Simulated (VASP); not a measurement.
Write the native input for VASP 6.6.1 that does the following.

```yaml
Task: single point
Functional: PBE
Potentials_or_basis: VASP PAW PBE potentials, release 64 (F)
Cutoff: 520 eV
k_mesh: 9 × 9 × 4
Occupations: fermi-dirac, width 0.05 eV
Spin: no spin polarisation
Dipole_correction: no
Further_INCAR_settings: ALGO = Normal; EDIFF = 1e-06; NBANDS = 22
```

The structure of F lies in POSCAR:

```
F
1.0
    2.9793070711     -1.7950454160      0.1439762357
    2.9793070711      1.7950454160      0.1439762357
   -1.2901131289      0.0000000000      6.6368689883
F
4
Direct
    0.9236106942      0.5862237664      0.0928428741
    0.4137762336      0.0763893058      0.4071571259
    0.0763893058      0.4137762336      0.9071571259
    0.5862237664      0.9236106942      0.5928428741
```

This cell differs from its parent crystal: volume scaled by 0.92.

The input as run:

INCAR

```
SYSTEM = F
  PREC = Accurate
  ENCUT = 520
  EDIFF = 1E-6
  ISMEAR = -1
  SIGMA = 0.05
  LREAL = .FALSE.
  LASPH = .TRUE.
  NELM = 60
  ALGO = Normal
  ISIF = 2
  LWAVE = .FALSE.
  LCHARG = .FALSE.
  GGA = PE
  NBANDS = 22
```

KPOINTS

```
regular mesh
0
G
  9 9 4
  0 0 0
```

Potentials or basis: VASP PAW PBE potentials, release 64 (F).

Launch:

```bash
$ cat potpaw_PBE.64/F/POTCAR > POTCAR
$ mpirun -np 1 vasp_std > vasp.out
```

It gave:

* Pressure: 3.8 GPa
* Largest force: 1.949 eV/Å
* Band gap on the k mesh: 3.45 eV, indirect (least direct gap 3.48 eV)

Caveat: forces of over 1 eV/Å act on the atoms, so gaps and moduli don't describe the material at rest.

Wall time 120 s on 1 thread of Intel Xeon 6975P-C (shared host), peak memory 0.24 GiB.
